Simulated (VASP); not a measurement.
# Al in VASP: single point with PBE

Aim: the single point of Al with PBE.

Program: VASP 6.6.1. These are calculated values, not measurements. Logs are shortened: lines on timing, memory, paths and dates and some standing lists are left out, and cuts for length are marked.

### Step 1. The cell of the first run

The cell holds a slab with vacuum, 12 atoms: a = 5.058 Å, b = 5.058 Å, c = 28.373 Å, α = 90.00°, β = 90.00°, γ = 120.00°.

### Step 2. Single point, PBE

The input, INCAR:

```
SYSTEM = Al
ALGO = Normal ; DIPOL = 0.5 0.5 0.664
EDIFF = 1E-6 ; ENCUT = 400
GGA = PE ; GGA_COMPAT = .FALSE.
IDIPOL = 3 ; ISIF = 2
ISMEAR = 1 ; LASPH = .TRUE.
LCHARG = .TRUE. ; LDIPOL = .TRUE.
LELF = .TRUE. ; LREAL = .FALSE.
LVACPOTAV = .TRUE. ; LVHAR = .TRUE.
LWAVE = .FALSE. ; NBANDS = 30
NELM = 120 ; NELMDL = -8
PREC = Accurate ; SIGMA = 0.1
```

The input, KPOINTS:

```
k-points
0
G
  9 9 1
  0 0 0
```

The input, POSCAR:

```
Al
1.0
    2.5288423430      4.3800834033      0.0000000000
   -5.0576846861      0.0000000000      0.0000000000
    0.0000000000      0.0000000000     28.3734606746
Al
12
Direct
    0.3328889931      0.3487462064      0.5450510677
    0.6663553350      0.0154469314      0.5450505653
    0.9996539032      0.6822064680      0.5450515287
    0.6663054140      0.3488300099      0.6249354122
    0.9996380982      0.0154947791      0.6249466983
    0.3329652913      0.6821600092      0.6249455443
    0.9996152322      0.3488726280      0.7031905434
    0.3330459096      0.0155121687      0.7031910243
    0.6662465751      0.6820876353      0.7031910667
    0.3329303958      0.3488299970      0.7830693185
    0.6663339163      0.0155172384      0.7830680734
    0.9996448271      0.6822310597      0.7830702952
```

Potentials or basis: VASP PAW PBE potentials, release 64 (Al).

On the command line:

```sh
cat potpaw_PBE.64/Al/POTCAR > POTCAR
mpirun -np 1 vasp_std > vasp.out
```

OUTCAR:

```text
SYSTEM = Al
   EDIFF = 1E-6
   ENCUT = 400
   GGA = PE
   ISIF = 2
   ISMEAR = 1
   LASPH = .TRUE.
   LREAL = .FALSE.
   NELM = 120
   NELMDL = -8
   PREC = Accurate

 ion  position               nearest neighbor table
   1  0.333  0.349  0.545-   5 2.82   4 2.82   6 2.83   2 2.92   3 2.92   3 2.92   2 2.92   3 2.92
                             2 2.92
   2  0.666  0.015  0.545-   5 2.82   4 2.83   6 2.83   1 2.92   3 2.92   1 2.92   3 2.92   3 2.92
                             1 2.92
   3  1.000  0.682  0.545-   4 2.82   5 2.82   6 2.83   2 2.92   1 2.92   1 2.92   2 2.92   2 2.92
                             1 2.92
   4  0.666  0.349  0.625-   7 2.79   9 2.79   8 2.79   3 2.82   1 2.82   2 2.83   6 2.92   5 2.92
                             5 2.92   5 2.92   6 2.92   6 2.92
   5  1.000  0.015  0.625-   7 2.79   8 2.79   9 2.79   1 2.82   2 2.82   3 2.82   6 2.92   4 2.92
                             6 2.92   4 2.92   4 2.92   6 2.92
   6  0.333  0.682  0.625-   8 2.79   7 2.79   9 2.79   3 2.83   2 2.83   1 2.83   4 2.92   5 2.92
                             5 2.92   4 2.92   4 2.92   5 2.92
   7  1.000  0.349  0.703-   6 2.79   4 2.79   5 2.79  11 2.82  10 2.82  12 2.82   8 2.92   9 2.92
                             9 2.92   8 2.92   9 2.92   8 2.92
   8  0.333  0.016  0.703-   6 2.79   4 2.79   5 2.79  11 2.82  12 2.82  10 2.82   7 2.92   9 2.92
                             9 2.92   7 2.92   7 2.92   9 2.92
   9  0.666  0.682  0.703-   6 2.79   4 2.79   5 2.79  10 2.82  12 2.82  11 2.82   8 2.92   7 2.92
                             8 2.92   7 2.92   7 2.92   8 2.92
  10  0.333  0.349  0.783-   9 2.82   7 2.82   8 2.82  11 2.92  12 2.92  12 2.92  11 2.92  12 2.92
                            11 2.92
  11  0.666  0.016  0.783-   8 2.82   7 2.82   9 2.82  10 2.92  12 2.92  10 2.92  12 2.92  12 2.92
                            10 2.92
  12  1.000  0.682  0.783-   9 2.82   8 2.82   7 2.82  11 2.92  10 2.92  10 2.92  11 2.92  11 2.92
                            10 2.92

  LATTYP: Found a hexagonal cell.
 ALAT       =     5.0576846695
 C/A-ratio  =     5.6099702787

  Lattice vectors:

 A1 = (   2.5288423430,   4.3800834033,   0.0000000000)
 A2 = (  -5.0576846861,   0.0000000000,   0.0000000000)
 A3 = (   0.0000000000,   0.0000000000,  28.3734606746)

Analysis of symmetry for initial positions (statically):
=====================================================================
 Subroutine PRICEL returns:
 Original cell was already a primitive cell.

 Routine SETGRP: Setting up the symmetry group for a
 hexagonal supercell.

 Subroutine GETGRP returns: Found  1 space group operations
[... 156 lines left out ...]
     AMIX     =   0.40;   BMIX     =  1.00
     AMIX_MAG =   1.60;   BMIX_MAG =  1.00
  volume/ion in A,a.u.               =      52.38       353.48
  Fermi-wavevector in a.u.,A,eV,Ry     =   0.631045  1.192502  5.418078  0.398218
  Thomas-Fermi vector in A             =   1.693885
   LORBIT       =      0    0 simple, 1 ext, 2 COOP (PROOUT), +10 PAW based schemes
   GGA     = PE    functional components
   LHFCALC =     F    Hartree Fock is set to
   AEXX    =    0.0000 exact exchange contribution
   IVDW    =     0    specifies the selected vdW correction
   LEPSILON=     F    determine dielectric tensor
   LRPA    =     F    only Hartree local field effects (RPA)
 non-spin polarized calculation
 Methfessel and Paxton  Order N= 1 SIGMA  =   0.10
  energy-cutoff  :      400.00
  volume of cell :      628.56
 maximum number of plane-waves:     11460
 NGX is ok and might be reduce to    36
   NGX = 17   NGY = 17   NGZ = 93

 dipolmoment           0.000000      0.000000     -0.000001 electrons x Angstroem

 number of electron      35.9999999 magnetization

 dipolmoment           0.000000      0.000000      0.000010 electrons x Angstroem

 Free energy of the ion-electron system (eV)
  ---------------------------------------------------
  ext. energy  EPLUGINS =         0.00000000
  ---------------------------------------------------
  free energy    TOTEN  =       -42.56407840 eV

  energy without entropy =      -42.56031647  energy(sigma->0) =      -42.56282442

 E-fermi :  -0.0603     XC(G=0):  -3.8913

 val. band max:       -0.0768294842   @ k =   0.2222   0.0000   0.0000
 cond. band min:      -0.0564292184   @ k =  -0.4444   0.4444   0.0000
 fundamental gap:      0.0204002659
 Fermi energy:        -0.0602598571

 k-point     1 :       0.0000    0.0000    0.0000
  band No.  band energies     occupation
      1     -10.8316      2.00000
      2      -9.6741      2.00000
      3      -7.9694      2.00000
      4      -5.5517      2.00000
      5      -3.3709      2.00000
      6      -3.3708      2.00000
[... 781 lines left out ...]
     29       3.5931      0.00000
     30       3.5999      0.00000

 [... further k-points ...]

------------------------ aborting loop because EDIFF is reached ----------------------------------------

  FORCE on cell =-STRESS in cart. coord.  units (eV):
  Direction    XX          YY          ZZ          XY          YZ          ZX
  --------------------------------------------------------------------------------------
  -------------------------------------------------------------------------------------
  Total       -4.2045021     -4.2036493      0.1612074     -0.0000260     -0.0000681      0.0012672
  in kB      -10.7171354    -10.7149617      0.4109123     -0.0000663     -0.0001737      0.0032300
  external PRESSURE =      -7.0070616 kB  Pullay stress =       0.0000000 kB

 VOLUME and BASIS-vectors are now :
 -----------------------------------------------------------------------------
  energy-cutoff  :      400.00
  volume of cell :      628.56
      direct lattice vectors                 reciprocal lattice vectors
     2.528842343  4.380083403  0.000000000     0.000000000  0.228306155  0.000000000
    -5.057684686  0.000000000  0.000000000    -0.197718929  0.114153077  0.000000000
     0.000000000  0.000000000 28.373460675     0.000000000  0.000000000  0.035244203

 POSITION                                       TOTAL-FORCE (eV/Angst)
 -----------------------------------------------------------------------------------
     -0.92202      1.45808     15.46499        -0.000497      0.001333     -0.004497
      1.60698      2.91869     15.46497        -0.000942     -0.001060     -0.004439
     -0.92242      4.37857     15.46500         0.001209     -0.000245     -0.004564
     -0.07929      2.91847     17.73158         0.000070     -0.000076     -0.012448
      2.44956      4.37850     17.73190         0.000075     -0.000047     -0.012094
     -2.60813      1.45842     17.73187         0.000077      0.000093     -0.013507
      0.76338      4.37840     19.95195         0.001090      0.000274      0.011600
      0.76376      1.45877     19.95196        -0.000575     -0.001376      0.011525
     -1.76495      2.91822     19.95196        -0.000827      0.001104      0.011495
     -0.92234      1.45826     22.21839        -0.000048      0.000488      0.005638
      1.60657      2.91860     22.21835        -0.000243     -0.000401      0.005787
     -0.92257      4.37853     22.21841         0.000611     -0.000089      0.005505
 -----------------------------------------------------------------------------------
    total drift:                               -0.000031     -0.000006     -0.000017

  FREE ENERGIE OF THE ION-ELECTRON SYSTEM (eV)
  ---------------------------------------------------
  free  energy   TOTEN  =       -42.5640783962 eV

  energy  without entropy=      -42.5603164654  energy(sigma->0) =      -42.56282442

 vacuum level on the upper side and lower side of the slab         3.800         3.800
```

It took 17 min on 1 thread of Intel Xeon Platinum 8375C at 2.90GHz (Ice Lake), shared host; peak memory 0.74 GiB.

What came out:

```yaml
Free_energy: -42.5641 eV
Largest_force: 0.014 eV/Å
Band_gap_on_the_k_mesh: zero (bands 18 and 19 overlap by 1.87 eV)
```

Forces in eV/Å, atoms in the order of the input:
```
Al   0.000  0.001 -0.004
Al  -0.001 -0.001 -0.004
Al   0.001  0.000 -0.005
Al   0.000  0.000 -0.012
Al   0.000  0.000 -0.012
Al   0.000  0.000 -0.014
Al   0.001  0.000  0.012
Al  -0.001 -0.001  0.012
Al  -0.001  0.001  0.011
Al   0.000  0.000  0.006
Al   0.000  0.000  0.006
Al   0.001  0.000  0.006
```

The gap in the log of VASP goes by the Fermi energy; the results here count the filled bands.